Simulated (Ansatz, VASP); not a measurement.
TiSi2 in VASP and in Ansatz

```
CELL_PARAMETERS angstrom
1.75852 -6.67412 0.00000
1.75852 6.67412 0.00000
0.00000 0.00000 3.41339
ATOMIC_POSITIONS crystal
Ti 0.89752 0.10248 0.75000
Ti 0.10248 0.89752 0.25000
Si 0.55999 0.44001 0.75000
Si 0.44001 0.55999 0.25000
Si 0.24972 0.75028 0.75000
Si 0.75028 0.24972 0.25000
```

Change from the starting cell: strain +0.000 along x and y, -0.040 along z, atoms carried along.

Alike in both runs: task single point; functional PBEsol; k mesh 14 × 14 × 14; occupations gaussian, width 0.15 eV; no spin polarisation.

|  | VASP | Ansatz |
| --- | --- | --- |
| version | VASP 6.6.1 | Ansatz 0.2.0 |
| potentials or method | VASP PAW PBE potentials, release 64 (Ti_sv, Si), cutoff 520 eV | scalar-relativistic, plane waves, PAW |
| valence electrons in the cell | 40 | 40 |

Ansatz gave:

- gap on the k mesh at the Fermi level (eV): none
- pressure (GPa): 7.7
- traceless stress, the component that is largest in VASP (GPa): 7.14
- rms of the force components (eV/Å): 0.081

Q: Estimate VASP's values.

A: gap on the k mesh at the Fermi level (eV): none; pressure (GPa): 7.8; traceless stress, the component that is largest in VASP (GPa): 7.18; rms of the force components (eV/Å): 0.081.

VASP's potentials were made for PBE, not for PBEsol. Atom by atom the forces differ by 0.000 eV/Å (rms over components). A gap of «none» marks a metal or a gap that the smearing closes. The functional is the same, so the differences come from potentials, cutoffs and numerics.
